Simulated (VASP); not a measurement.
Set up this calculation in VASP 6.6.1, as the native input.

```yaml
Task: single point
Functional: PBE
Potentials_or_basis: VASP PAW PBE potentials, release 64 (Si, C)
Cutoff: 520 eV
k_mesh: 3 × 3 × 1
Occupations: fermi-dirac, width 0.05 eV
Spin: no spin polarisation
Dipole_correction: no
Further_INCAR_settings: ALGO = Normal; EDIFF = 1e-06; NBANDS = 26
```

The structure of SiC lies in POSCAR:

```
SiC
1.0
    3.0756941497      0.0000000000      0.0000000000
   -1.5378470748      2.6636292679      0.0000000000
    0.0000000000      0.0000000000     10.0706464800
Si C
4 4
Direct
    0.0000000000      0.0000000000      0.1878943800
    0.0000000000      0.0000000000      0.6878943800
    0.3333333333      0.6666666667      0.4378419800
    0.6666666667      0.3333333333      0.9378419800
    0.0000000000      0.0000000000      0.0004600500
    0.0000000000      0.0000000000      0.5004600500
    0.3333333333      0.6666666667      0.2498025900
    0.6666666667      0.3333333333      0.7498025900
```

These files were run (other wordings do the same):

INCAR

```
SYSTEM = SiC
PREC     = Accurate       ! precision mode
ENCUT    = 520            ! plane-wave cutoff, eV
EDIFF    = 1E-6           ! SCF threshold, eV
ISMEAR   = -1             ! smearing method
SIGMA    = 0.05           ! smearing width, eV
LREAL    = .FALSE.        ! projectors in reciprocal space
LASPH    = .TRUE.         ! aspherical terms in the spheres
NELM     = 80             ! most SCF steps
ALGO     = Normal         ! electronic algorithm
ISIF     = 2              ! what is computed and relaxed
LWAVE    = .FALSE.        ! write WAVECAR
LCHARG   = .FALSE.        ! write CHGCAR
GGA      = PE             ! functional
NBANDS   = 26             ! bands
```

KPOINTS

```
regular mesh
0
G
  3 3 1
  0 0 0
```

Potentials or basis: VASP PAW PBE potentials, release 64 (Si, C).

Command:

```console
$ cat potpaw_PBE.64/Si/POTCAR potpaw_PBE.64/C/POTCAR > POTCAR
$ mpirun -np 1 vasp_std > vasp.out
```

Results of the run:

```yaml
Pressure: 4.5 GPa
Largest_force: 0.196 eV/Å
Band_gap_on_the_k_mesh: 2.95 eV (least direct gap 3.80 eV)
```

Caveat: the k points lie up to 0.79 Å⁻¹ apart; an odd mesh through Γ misses points on the zone boundary, where band edges can lie.

It took 12 s on 1 thread of AMD EPYC 7R13, on a shared host, peak memory 0.16 GiB.
